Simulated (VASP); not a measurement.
# TlGa2BSb4 (P1) in VASP: single point with PBE

Aim: the single point of TlGa2BSb4 with PBE.

All numbers are computed with VASP 6.6.1; they aren't measurements. Logs are shortened: lines on timing, memory, paths and dates and some standing lists are left out, and cuts for length are marked.

## 1. The cell of the first run

The typed cell holds 16 atoms: a = 8.554 Å, b = 8.545 Å, c = 8.543 Å, α = 60.29°, β = 62.90°, γ = 62.90°.

## 2. Single point, PBE

Input file INCAR:

```
SYSTEM = TlGa2BSb4
  PREC = Accurate
  ENCUT = 520
  EDIFF = 1E-6
  ISMEAR = 0
  SIGMA = 0.1
  LREAL = Auto
  LASPH = .True.
  NELM = 80
  ALGO = Normal
  ISIF = 2
  LWAVE = .False.
  LCHARG = .False.
  GGA = PE
  NBANDS = 76
  ISYM = 0
```

Input file KPOINTS:

```
Automatic mesh
0
Gamma
  2 2 2
  0.5 0.5 0.5
```

Input file POSCAR:

```
TlGa2BSb4
1.0
   -6.0460157178      6.0454847484     -0.2672073694
   -5.9240760993     -0.1452677509      6.1560056589
    0.1443153574      5.9225927365      6.1550532654
B Ga Sb Tl
2 4 8 2
Direct
    1.0064884706      0.9994650536      0.0000078019
    0.0064742710      0.4995979458      0.4996556133
    0.5033660770      0.9991290967      0.9993908674
   -0.0020028074      0.5025411543      1.0032859805
    0.9978540593      0.0030064111      0.5029170037
    0.5024607191      0.4993597291      0.4996790336
    0.9062339390      0.8507970874      0.3514789661
    0.3603288722      0.8701763814      0.3702203734
    0.8817071953      0.3860866188      0.3864429278
    0.8824704435      0.8857305573      0.8861958624
    0.3243784354      0.3959260167      0.3963980036
    0.3243876967      0.8961904294      0.8966106871
    0.9064374027      0.3508410836      0.8512705440
    0.3604649857      0.3699301414      0.8705570395
    0.5126297809      0.4973920982      0.9974424382
    0.5123036079     -0.0030390800      0.4979306509
```

Potentials or basis: VASP PAW PBE potentials, release 64 (B, Ga_d, Sb, Tl_d).

Command:

```bash
cat potpaw_PBE.64/B/POTCAR potpaw_PBE.64/Ga_d/POTCAR potpaw_PBE.64/Sb/POTCAR potpaw_PBE.64/Tl_d/POTCAR > POTCAR
mpirun -np 1 vasp_std > vasp.out
```

OUTCAR:

```text
SYSTEM = TlGa2BSb4
   PREC = Accurate
   ENCUT = 520
   EDIFF = 1E-6
   ISMEAR = 0
   LREAL = Auto
   LASPH = .True.
   NELM = 80
   ISIF = 2
   GGA = PE
   ISYM = 0

 ion  position               nearest neighbor table
   1  0.006  0.999  0.000-  12 2.31  10 2.41  13 2.50   7 2.50
   2  0.006  0.500  0.500-  11 2.31   9 2.41   7 2.49  13 2.50
   3  0.503  0.999  0.999-   8 2.64  14 2.64  12 2.67  10 2.76
   4  0.998  0.503  0.003-  14 2.66   9 2.72  10 2.72  13 2.74
   5  0.998  0.003  0.503-   8 2.66   9 2.72  10 2.72   7 2.74
   6  0.502  0.499  0.500-  14 2.64   8 2.64  11 2.67   9 2.76
[... 8 lines left out ...]
  15  0.513  0.497  0.997-  14 2.79  12 2.88  11 2.88  13 2.89
  16  0.512  0.997  0.498-   8 2.79  12 2.88  11 2.88   7 2.89

IMPORTANT INFORMATION: All symmetrisations will be switched off!
NOSYMM: (Re-)initialisation of all symmetry stuff for point group C_1.

----------------------------------------------------------------------------------------

                                     Primitive cell

  volume of cell :     461.0177

  direct lattice vectors                    reciprocal lattice vectors
    -6.046015718  6.045484748 -0.267207369    -0.081024317  0.081019469 -0.076059823
    -5.924076099 -0.145267751  6.156005659    -0.084146097 -0.080636786  0.079564286
     0.144315357  5.922592737  6.155053265     0.080641634  0.084166536  0.079589573

  length of vectors
     8.554156398  8.544716849  8.542986149     0.137528873  0.141114608  0.141143824

  position of ions in fractional coordinates (direct lattice)
     0.006488471  0.999465054  0.000007802
     0.006474271  0.499597946  0.499655613
     0.503366077  0.999129097  0.999390867
     0.997997193  0.502541154  0.003285981
     0.997854059  0.003006411  0.502917004
     0.502460719  0.499359729  0.499679034
[... 8 lines left out ...]
     0.512629781  0.497392098  0.997442438
     0.512303608  0.996960920  0.497930651

  ion indices of the primitive-cell ions
   primitive index   ion index
                 1           1
                 2           2
                 3           3
                 4           4
                 5           5
                 6           6
[... 8 lines left out ...]
                15          15
                16          16

----------------------------------------------------------------------------------------

 KPOINTS: Automatic mesh

Automatic generation of k-mesh.
 Grid dimensions read from file:
 generate k-points for:    2    2    2

 Generating k-lattice:

  Cartesian coordinates                     Fractional coordinates (reciprocal lattice)
    -0.040512158  0.040509734 -0.038029912     0.500000000  0.000000000  0.000000000
    -0.042073048 -0.040318393  0.039782143     0.000000000  0.500000000  0.000000000
     0.040320817  0.042083268  0.039794786    -0.000000000  0.000000000  0.500000000

  Length of vectors
     0.068764437  0.070557304  0.070571912

  Shift w.r.t. Gamma in fractional coordinates (k-lattice)
     0.500000000  0.500000000  0.500000000

 Subroutine IBZKPT returns following result:
 ===========================================

 Found      4 irreducible k-points:

 Following reciprocal coordinates:
            Coordinates               Weight
  0.250000  0.250000  0.250000      2.000000
 -0.250000  0.250000  0.250000      2.000000
  0.250000 -0.250000  0.250000      2.000000
 -0.250000 -0.250000  0.250000      2.000000
   k-points           NKPTS =      4   k-points in BZ     NKDIM =      4   number of bands    NBANDS=     76
   number of dos      NEDOS =    301   number of ions     NIONS =     16
   total plane-waves  NPLWV = 262144
   dimension x,y,z NGX =    64 NGY =   64 NGZ =   64
   dimension x,y,z NGXF=   128 NGYF=  128 NGZF=  128
   ions per type =               2   4   8   2
   NGX,Y,Z   is equivalent  to a cutoff of  12.44, 12.45, 12.45 a.u.
   NGXF,Y,Z  is equivalent  to a cutoff of  24.88, 24.90, 24.91 a.u.
 SYSTEM =  TlGa2BSb4
   PREC   = accura    normal or accurate (medium, high low for compatibility)
   ISTART =      0    job   : 0-new  1-cont  2-samecut
   ICHARG =      2    charge: 1-file 2-atom 10-const
   ISPIN  =      1    spin polarized calculation?
   LNONCOLLINEAR =      F non collinear calculations
   LSORBIT =      F    spin-orbit coupling
   LASPH  =      T    aspherical Exc in radial PAW
   ENCUT  =  520.0 eV  38.22 Ry    6.18 a.u.  15.91 15.89 15.88*2*pi/ulx,y,z
   NELM   =     80;   NELMIN=  2; NELMDL= -5     # of ELM steps
   EDIFF  = 0.1E-05   stopping-criterion for ELM
   LREAL  =      T    real-space projection
   EDIFFG = 0.1E-04   stopping-criterion for IOM
   NSW    =      0    number of steps for IOM
   IBRION =     -1    ionic relax: 0-MD 1-quasi-New 2-CG
   NFREE  =      0    steps in history (QN), initial steepest desc. (CG)
   ISIF   =      2    stress and relaxation
   ISYM   =      0    0-nonsym 1-usesym 2-fastsym
   POTIM  = 0.5000    time-step for ionic-motion
   TEBEG  =    0.0;   TEEND  =   0.0 temperature during run
   PSTRESS=    0.0 pullay stress
   NELECT =     124.0000    total number of electrons
   NUPDOWN=      -1.0000    fix difference up-down
   EMIN   =  10.00;   EMAX   =-10.00  energy-range for DOS
   EFERMI =   0.00;   METHOD = LEGACY
   ISMEAR =     0;   SIGMA  =   0.10  broadening in eV -4-tet -1-fermi 0-gaus
   EFERMI_NEDOS =   21; number of points for ismear=-14 and -15
   IALGO  =     38    algorithm
   IMIX   =      4    mixing-type and parameters
     AMIX     =   0.40;   BMIX     =  1.00
     AMIX_MAG =   1.60;   BMIX_MAG =  1.00
  volume/ion in A,a.u.               =      28.81       194.44
  Fermi-wavevector in a.u.,A,eV,Ry     =   1.056760  1.996986 15.194181  1.116741
  Thomas-Fermi vector in A             =   2.192007
   LORBIT       =      0    0 simple, 1 ext, 2 COOP (PROOUT), +10 PAW based schemes
   GGA     = PE    functional components
   LHFCALC =     F    Hartree Fock is set to
   AEXX    =    0.0000 exact exchange contribution
   IVDW    =     0    specifies the selected vdW correction
   LEPSILON=     F    determine dielectric tensor
   LRPA    =     F    only Hartree local field effects (RPA)
 non-spin polarized calculation
 Gauss-broadening in eV      SIGMA  =   0.10
  energy-cutoff  :      520.00
  volume of cell :      461.02
 maximum number of plane-waves:     12434
   NGX = 31   NGY = 31   NGZ = 31

 number of electron     123.9999993 magnetization

 Free energy of the ion-electron system (eV)
  ---------------------------------------------------
  ext. energy  EPLUGINS =         0.00000000
  ---------------------------------------------------
  free energy    TOTEN  =       -59.48633830 eV

  energy without entropy =      -59.48329011  energy(sigma->0) =      -59.48481421

 E-fermi :   4.9946     XC(G=0):  -9.0078

 val. band max:        4.8451316152   @ k =  -0.2500   0.2500   0.2500
 cond. band min:       5.1451408074   @ k =   0.2500   0.2500   0.2500
 fundamental gap:      0.3000091922
 Fermi energy:         4.9946371751

 k-point     1 :       0.2500    0.2500    0.2500
  band No.  band energies     occupation
      1     -10.1042      2.00000
      2     -10.1008      2.00000
      3     -10.0956      2.00000
      4     -10.0943      2.00000
      5     -10.0789      2.00000
      6     -10.0710      2.00000
[... 66 lines left out ...]
     73       7.4409      0.00000
     74       7.8893      0.00000

 k-point     2 :      -0.2500    0.2500    0.2500
  band No.  band energies     occupation
      1     -10.1036      2.00000
      2     -10.0995      2.00000
      3     -10.0950      2.00000
      4     -10.0939      2.00000
      5     -10.0791      2.00000
      6     -10.0706      2.00000
[... 66 lines left out ...]
     73       8.1022      0.00000
     74       8.2227      0.00000

 k-point     3 :       0.2500   -0.2500    0.2500
  band No.  band energies     occupation
      1     -10.1021      2.00000
      2     -10.1012      2.00000
      3     -10.0929      2.00000
      4     -10.0924      2.00000
      5     -10.0773      2.00000
      6     -10.0770      2.00000
[... 66 lines left out ...]
     73       8.0526      0.00000
     74       8.1358      0.00000

 k-point     4 :      -0.2500   -0.2500    0.2500
  band No.  band energies     occupation
      1     -10.1021      2.00000
      2     -10.1012      2.00000
      3     -10.0929      2.00000
      4     -10.0924      2.00000
      5     -10.0773      2.00000
      6     -10.0770      2.00000
[... 66 lines left out ...]
     73       8.0524      0.00000
     74       8.1358      0.00000
 [bands above 74 left out]

------------------------ aborting loop because EDIFF is reached ----------------------------------------

  FORCE on cell =-STRESS in cart. coord.  units (eV):
  Direction    XX          YY          ZZ          XY          YZ          ZX
  --------------------------------------------------------------------------------------
  -------------------------------------------------------------------------------------
  Total        0.0495425      0.0620722      0.2782093      0.0416066     -0.0245145      0.0641353
  in kB        0.1721753      0.2157200      0.9668621      0.1445957     -0.0851953      0.2228897
  external PRESSURE =       0.4515858 kB  Pullay stress =       0.0000000 kB

 VOLUME and BASIS-vectors are now :
 -----------------------------------------------------------------------------
  energy-cutoff  :      520.00
  volume of cell :      461.02
      direct lattice vectors                 reciprocal lattice vectors
    -6.046015718  6.045484748 -0.267207369    -0.081024317  0.081019469 -0.076059823
    -5.924076099 -0.145267751  6.156005659    -0.084146097 -0.080636786  0.079564286
     0.144315357  5.922592737  6.155053265     0.080641634  0.084166536  0.079589573

 POSITION                                       TOTAL-FORCE (eV/Angst)
 -----------------------------------------------------------------------------------
     -5.96014     -0.10592      6.15103         0.023261     -0.023595      0.052742
     -2.92669      2.92582      6.14920         0.024623     -0.015433      0.054573
     -8.81805      8.81694     12.16745        -0.001473      0.001079      0.011066
     -9.01052      5.97984      2.84720         0.010149     -0.012218      0.013431
     -5.97827      9.01065      2.84735         0.012179     -0.006759      0.013736
     -5.92402      5.92447      6.01535        -0.001567      0.001161      0.006502
[... 8 lines left out ...]
     -5.90201      8.93429      9.06428         0.000223      0.000777     -0.021744
     -8.93161      5.90134      9.06520        -0.005501     -0.002615     -0.026535
 -----------------------------------------------------------------------------------
    total drift:                                0.001923      0.006477      0.004678

  FREE ENERGIE OF THE ION-ELECTRON SYSTEM (eV)
  ---------------------------------------------------
  free  energy   TOTEN  =       -59.4863382995 eV

  energy  without entropy=      -59.4832901115  energy(sigma->0) =      -59.48481421
```

It took 2.3 min on 1 thread of Intel Xeon 6975P-C (Granite Rapids), shared host; peak memory 0.6 GiB.

Results:

* Free energy: -59.4863 eV
* Pressure: 0.0 GPa
* Largest force: 0.062 eV/Å
* Band gap on the k mesh: 0.30 eV

Forces on the atoms (eV/Å):
```
B    0.023 -0.024  0.053
B    0.025 -0.015  0.055
Ga  -0.001  0.001  0.011
Ga   0.010 -0.012  0.013
Ga   0.012 -0.007  0.014
Ga  -0.002  0.001  0.007
Sb  -0.004 -0.003  0.001
Sb  -0.003  0.003  0.008
Sb  -0.009  0.006 -0.018
Sb  -0.008  0.006 -0.016
Sb  -0.020  0.018 -0.045
Sb  -0.015  0.025 -0.044
Sb  -0.002 -0.002  0.003
Sb  -0.002  0.005  0.008
Tl   0.000  0.001 -0.022
Tl  -0.006 -0.003 -0.027
```

Caveat: spin-orbit coupling is left out, which moves the levels of the heavy elements; a shifted mesh leaves out Γ, where band edges can lie. A k mesh can miss the band edges.
